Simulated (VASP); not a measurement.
# Ta2N: single point with PBE

The system is Ta2N.

```xyz
3
Lattice="3.1129 0.0000 0.0000 -1.5564 2.6958 0.0000 0.0000 0.0000 4.8698" Properties=species:S:1:pos:R:3 pbc="T T T"
Ta    1.5564    0.8986    3.6294
Ta    0.0000    1.7972    1.2404
N     0.0000    0.0000    0.0000
```

| Property | Result |
| --- | --- |
| Program | VASP 6.6.1 |
| Task | single point |
| Functional | PBE |
| Potentials or basis | VASP PAW PBE potentials, release 64 (Ta_pv, N) |
| Cutoff | 600 eV |
| k mesh | 9 × 9 × 5 |
| Occupations | gaussian, width 0.1 eV |
| Spin | no spin polarisation |

| Item | Value |
| --- | --- |
| Pressure | -0.9 GPa |
| Largest force | 0.051 eV/Å |

Forces on the atoms (eV/Å):
```
Ta   0.000  0.000 -0.051
Ta   0.000  0.000  0.051
N    0.000  0.000  0.000
```

Stress tensor (GPa, compression positive):
```
-1.48  0.00  0.00
 0.00 -1.48  0.00
 0.00  0.00  0.36
```

Levels at points of the mesh, in eV from the Fermi level:
```
           k point  band 10  band 11  band 12  band 13  band 14  band 15  band 16  band 17
(0.00, 0.00, 0.00)    -6.05    -4.98    -0.67    -0.25    -0.25     0.26     0.26     0.26
```

Wall time 23 s on 1 thread of Intel(R) Xeon(R) 6975P-C (Granite Rapids), with other jobs on the host, peak memory 0.2 GiB.

Caveat: spin-orbit coupling is left out, which moves the levels of the heavy elements.
